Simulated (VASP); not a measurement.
# HgTe (F-43m) in VASP: further runs

The runs below take HgTe through single point, with revPBE, PBE+D3(BJ).

Everything below comes from runs of VASP 6.6.1. Logs are shortened: lines on timing, memory, paths and dates and some standing lists are left out, and cuts for length are marked.

### Step 1. The cell of the first run

It takes space group F-43m (No. 216, cubic). Conventional cell: a = 6.640 Å, b = 6.640 Å, c = 6.640 Å, α = 90.00°, β = 90.00°, γ = 90.00°. Within 3.8 Å of Hg (site symmetry -43m) lie 4 Te at 2.87 Å. Te (site symmetry -43m) has 4 Hg at 2.87 Å within 3.8 Å.

### Step 2. Single point, revPBE (volume scaled by 0.96)

INCAR reads:

```
SYSTEM = HgTe
PREC = Accurate
ENCUT = 520
EDIFF = 1E-6
ISMEAR = 0
SIGMA = 0.05
LREAL = .False.
LASPH = .True.
NELM = 100
ALGO = Normal
ISIF = 2
LWAVE = .False.
LCHARG = .True.
GGA = RE
LELF = .True.
LVHAR = .True.
NBANDS = 16
```

KPOINTS reads:

```
Automatic mesh
0
Gamma
  6 6 6
  0 0 0
```

POSCAR reads:

```
HgTe
1.0
    0.0000000000      3.3197503489      3.3197503489
    3.3197503489      0.0000000000      3.3197503489
    3.3197503489      3.3197503489      0.0000000000
Hg Te
1 1
Direct
    0.0000000000      0.0000000000      0.0000000000
    0.2500000000      0.2500000000      0.2500000000
```

Potentials or basis: VASP PAW PBE potentials, release 64 (Hg, Te).

Command:

```bash
$ cat potpaw_PBE.64/Hg/POTCAR potpaw_PBE.64/Te/POTCAR > POTCAR
$ mpirun -np 1 vasp_std > vasp.out
```

OUTCAR:

```text
SYSTEM = HgTe
   PREC = Accurate
   ENCUT = 520
   EDIFF = 1E-6
   ISMEAR = 0
   LREAL = .False.
   LASPH = .True.
   NELM = 100
   ISIF = 2
   GGA = RE

 ion  position               nearest neighbor table
   1  0.000  0.000  0.000-   2 2.87   2 2.87   2 2.87   2 2.87
   2  0.250  0.250  0.250-   1 2.87   1 2.87   1 2.87   1 2.87

  LATTYP: Found a face centered cubic cell.
 ALAT       =     6.6395006978

  Lattice vectors:

 A1 = (   0.0000000000,   3.3197503489,   3.3197503489)
 A2 = (   3.3197503489,   0.0000000000,   3.3197503489)
 A3 = (   3.3197503489,   3.3197503489,   0.0000000000)

Analysis of symmetry for initial positions (statically):
=====================================================================
 Subroutine PRICEL returns:
 Original cell was already a primitive cell.

 Routine SETGRP: Setting up the symmetry group for a
 face centered cubic supercell.

 Subroutine GETGRP returns: Found 24 space group operations
 (whereof 24 operations were pure point group operations)
 out of a pool of 48 trial point group operations.

The static configuration has the point symmetry T_d .

Analysis of symmetry for dynamics (positions and initial velocities):
=====================================================================
 Subroutine PRICEL returns:
 Original cell was already a primitive cell.

 Routine SETGRP: Setting up the symmetry group for a
 face centered cubic supercell.

 Subroutine GETGRP returns: Found 24 space group operations
 (whereof 24 operations were pure point group operations)
 out of a pool of 48 trial point group operations.

The dynamic configuration has the point symmetry T_d .

 Subroutine INISYM returns: Found 24 space group operations
 (whereof 24 operations are pure point group operations),
 and found     1 'primitive' translations

----------------------------------------------------------------------------------------

                                     Primitive cell

  volume of cell :      73.1722

  direct lattice vectors                    reciprocal lattice vectors
     0.000000000  3.319750349  3.319750349    -0.150613735  0.150613735  0.150613735
     3.319750349  0.000000000  3.319750349     0.150613735 -0.150613735  0.150613735
     3.319750349  3.319750349  0.000000000     0.150613735  0.150613735 -0.150613735

  length of vectors
     4.694835967  4.694835967  4.694835967     0.260870642  0.260870642  0.260870642

  position of ions in fractional coordinates (direct lattice)
     0.000000000  0.000000000  0.000000000
     0.250000000  0.250000000  0.250000000

  ion indices of the primitive-cell ions
   primitive index   ion index
                 1           1
                 2           2

----------------------------------------------------------------------------------------

 KPOINTS: Automatic mesh

Automatic generation of k-mesh.
 Grid dimensions read from file:
 generate k-points for:    6    6    6

 Generating k-lattice:

  Cartesian coordinates                     Fractional coordinates (reciprocal lattice)
    -0.025102289  0.025102289  0.025102289     0.166666667  0.000000000  0.000000000
     0.025102289 -0.025102289  0.025102289     0.000000000  0.166666667  0.000000000
     0.025102289  0.025102289 -0.025102289     0.000000000  0.000000000  0.166666667

  Length of vectors
     0.043478440  0.043478440  0.043478440

  Shift w.r.t. Gamma in fractional coordinates (k-lattice)
     0.000000000  0.000000000  0.000000000

 Subroutine IBZKPT returns following result:
 ===========================================

 Found     16 irreducible k-points:

 Following reciprocal coordinates:
            Coordinates               Weight
  0.000000  0.000000  0.000000      1.000000
  0.166667  0.000000  0.000000      8.000000
  0.333333  0.000000  0.000000      8.000000
  0.500000  0.000000  0.000000      4.000000
  0.166667  0.166667  0.000000      6.000000
  0.333333  0.166667  0.000000     24.000000
[... 8 lines left out ...]
 -0.333333  0.333333  0.166667     24.000000
 -0.333333  0.500000  0.166667     12.000000
   k-points           NKPTS =     16   k-points in BZ     NKDIM =     16   number of bands    NBANDS=     16
   number of dos      NEDOS =    301   number of ions     NIONS =      2
   total plane-waves  NPLWV =  46656
   dimension x,y,z NGX =    36 NGY =   36 NGZ =   36
   dimension x,y,z NGXF=    72 NGYF=   72 NGZF=   72
   ions per type =               1   1
   NGX,Y,Z   is equivalent  to a cutoff of  12.75, 12.75, 12.75 a.u.
   NGXF,Y,Z  is equivalent  to a cutoff of  25.50, 25.50, 25.50 a.u.
 SYSTEM =  HgTe
   PREC   = accura    normal or accurate (medium, high low for compatibility)
   ISTART =      0    job   : 0-new  1-cont  2-samecut
   ICHARG =      2    charge: 1-file 2-atom 10-const
   ISPIN  =      1    spin polarized calculation?
   LNONCOLLINEAR =      F non collinear calculations
   LSORBIT =      F    spin-orbit coupling
   LASPH  =      T    aspherical Exc in radial PAW
   ENCUT  =  520.0 eV  38.22 Ry    6.18 a.u.   8.73  8.73  8.73*2*pi/ulx,y,z
   NELM   =    100;   NELMIN=  2; NELMDL= -5     # of ELM steps
   EDIFF  = 0.1E-05   stopping-criterion for ELM
   LREAL  =      F    real-space projection
   EDIFFG = 0.1E-04   stopping-criterion for IOM
   NSW    =      0    number of steps for IOM
   IBRION =     -1    ionic relax: 0-MD 1-quasi-New 2-CG
   NFREE  =      0    steps in history (QN), initial steepest desc. (CG)
   ISIF   =      2    stress and relaxation
   ISYM   =      2    0-nonsym 1-usesym 2-fastsym
   POTIM  = 0.5000    time-step for ionic-motion
   TEBEG  =    0.0;   TEEND  =   0.0 temperature during run
   PSTRESS=    0.0 pullay stress
   NELECT =      18.0000    total number of electrons
   NUPDOWN=      -1.0000    fix difference up-down
   EMIN   =  10.00;   EMAX   =-10.00  energy-range for DOS
   EFERMI =   0.00;   METHOD = LEGACY
   ISMEAR =     0;   SIGMA  =   0.05  broadening in eV -4-tet -1-fermi 0-gaus
   EFERMI_NEDOS =   21; number of points for ismear=-14 and -15
   IALGO  =     38    algorithm
   IMIX   =      4    mixing-type and parameters
     AMIX     =   0.40;   BMIX     =  1.00
     AMIX_MAG =   1.60;   BMIX_MAG =  1.00
  volume/ion in A,a.u.               =      36.59       246.90
  Fermi-wavevector in a.u.,A,eV,Ry     =   1.025771  1.938425 14.316122  1.052205
  Thomas-Fermi vector in A             =   2.159628
   LORBIT       =      0    0 simple, 1 ext, 2 COOP (PROOUT), +10 PAW based schemes
   GGA     = RE    functional components
   LHFCALC =     F    Hartree Fock is set to
   AEXX    =    0.0000 exact exchange contribution
   IVDW    =     0    specifies the selected vdW correction
   LEPSILON=     F    determine dielectric tensor
   LRPA    =     F    only Hartree local field effects (RPA)
 non-spin polarized calculation
 Gauss-broadening in eV      SIGMA  =   0.05
  energy-cutoff  :      520.00
  volume of cell :       73.17
 maximum number of plane-waves:      1994
   NGX = 17   NGY = 17   NGZ = 17

 number of electron      17.9999999 magnetization

 Free energy of the ion-electron system (eV)
  ---------------------------------------------------
  ext. energy  EPLUGINS =         0.00000000
  ---------------------------------------------------
  free energy    TOTEN  =        -3.01433262 eV

  energy without entropy =       -3.01397553  energy(sigma->0) =       -3.01415407

 E-fermi :   2.3884     XC(G=0):  -8.1995

 val. band max:        2.3732070535   @ k =   0.0000   0.0000   0.0000
 cond. band min:       3.1298774598   @ k =   0.1667   0.0000   0.0000
 fundamental gap:      0.7566704063
 Fermi energy:         2.3884355439

 k-point     1 :       0.0000    0.0000    0.0000
  band No.  band energies     occupation
      1      -9.0408      2.00000
      2      -4.5518      2.00000
      3      -4.5518      2.00000
      4      -4.5518      2.00000
      5      -4.1177      2.00000
      6      -4.1177      2.00000
[... 8 lines left out ...]
     15      11.8185      0.00000
     16      11.8185      0.00000

 k-point     2 :       0.1667    0.0000    0.0000
  band No.  band energies     occupation
      1      -8.9300      2.00000
      2      -4.5221      2.00000
      3      -4.5221      2.00000
      4      -4.4920      2.00000
      5      -4.1194      2.00000
      6      -4.1194      2.00000
[... 8 lines left out ...]
     15      11.0065      0.00000
     16      11.0065      0.00000

 k-point     3 :       0.3333    0.0000    0.0000
  band No.  band energies     occupation
      1      -8.6941      2.00000
      2      -4.4701      2.00000
      3      -4.4701      2.00000
      4      -4.2262      2.00000
      5      -4.1117      2.00000
      6      -4.1117      2.00000
[... 8 lines left out ...]
     15      11.2738      0.00000
     16      11.2738      0.00000

 k-point     4 :       0.5000    0.0000    0.0000
  band No.  band energies     occupation
      1      -8.5686      2.00000
      2      -4.4495      2.00000
      3      -4.4495      2.00000
      4      -4.1003      2.00000
      5      -4.1003      2.00000
      6      -3.8585      2.00000
[... 8 lines left out ...]
     15      12.3617      0.00000
     16      12.3617      0.00000
[... 172 lines left out ...]
 k-point    14 :       0.5000    0.3333    0.1667
  band No.  band energies     occupation
      1      -8.5319      2.00000
      2      -4.4046      2.00000
      3      -4.3855      2.00000
      4      -4.2224      2.00000
      5      -4.0968      2.00000
      6      -3.9717      2.00000
[... 8 lines left out ...]
     15      12.5087      0.00000
     16      13.2814      0.00000

 k-point    15 :      -0.3333    0.3333    0.1667
  band No.  band energies     occupation
      1      -8.4471      2.00000
      2      -4.3850      2.00000
      3      -4.3613      2.00000
      4      -4.1540      2.00000
      5      -4.1207      2.00000
      6      -3.7230      2.00000
[... 8 lines left out ...]
     15      12.6598      0.00000
     16      13.1709      0.00000

 k-point    16 :      -0.3333    0.5000    0.1667
  band No.  band energies     occupation
      1      -8.4049      2.00000
      2      -4.3597      2.00000
      3      -4.3193      2.00000
      4      -4.2078      2.00000
      5      -4.1007      2.00000
      6      -3.6490      2.00000
[... 8 lines left out ...]
     15      13.0404      0.00000
     16      13.3051      0.00000

------------------------ aborting loop because EDIFF is reached ----------------------------------------

  FORCE on cell =-STRESS in cart. coord.  units (eV):
  Direction    XX          YY          ZZ          XY          YZ          ZX
  --------------------------------------------------------------------------------------
  -------------------------------------------------------------------------------------
  Total        0.6329908      0.6329908      0.6329908      0.0000000      0.0000000      0.0000000
  in kB       13.8599505     13.8599505     13.8599505      0.0000000      0.0000000      0.0000000
  external PRESSURE =      13.8599505 kB  Pullay stress =       0.0000000 kB

 VOLUME and BASIS-vectors are now :
 -----------------------------------------------------------------------------
  energy-cutoff  :      520.00
  volume of cell :       73.17
      direct lattice vectors                 reciprocal lattice vectors
     0.000000000  3.319750349  3.319750349    -0.150613735  0.150613735  0.150613735
     3.319750349  0.000000000  3.319750349     0.150613735 -0.150613735  0.150613735
     3.319750349  3.319750349  0.000000000     0.150613735  0.150613735 -0.150613735

 POSITION                                       TOTAL-FORCE (eV/Angst)
 -----------------------------------------------------------------------------------
      0.00000      0.00000      0.00000         0.000000      0.000000      0.000000
      1.65988      1.65988      1.65988        -0.000000     -0.000000     -0.000000
 -----------------------------------------------------------------------------------
    total drift:                               -0.000000     -0.000000     -0.000000

  FREE ENERGIE OF THE ION-ELECTRON SYSTEM (eV)
  ---------------------------------------------------
  free  energy   TOTEN  =        -3.0143326152 eV

  energy  without entropy=       -3.0139755264  energy(sigma->0) =       -3.01415407
```

It took 22 s on 1 thread of AMD EPYC 7R43 (Zen 3), shared host; peak memory 0.17 GiB.

Results:

* Free energy: -3.0143 eV
* Pressure: 1.4 GPa
* Band gap on the k mesh: zero (filled and empty bands touch)

Levels at points of the mesh, in eV from the Fermi level:
| k point | band 5 | band 6 | band 7 | band 8 | band 9 | band 10 | band 11 | band 12 | band 13 | band 14 |
| --- | --- | --- | --- | --- | --- | --- | --- | --- | --- | --- |
| (0.00, 0.00, 0.00) | -6.51 | -6.51 | -0.86 | -0.02 | -0.02 | -0.02 | 4.39 | 4.39 | 4.39 | 6.72 |
| (0.50, 0.00, 0.00) | -6.49 | -6.25 | -4.96 | -0.85 | -0.85 | 0.75 | 5.14 | 5.14 | 6.97 | 7.93 |
| (0.50, 0.50, 0.00) | -6.46 | -6.13 | -5.00 | -1.95 | -1.95 | 1.95 | 2.81 | 8.09 | 8.56 | 8.56 |

Caveat: the PAW data sets were made with another functional, which shifts forces and pressure a little; spin-orbit coupling is left out, which moves the levels of the heavy elements.

(Part 1 of 2 ends here.)
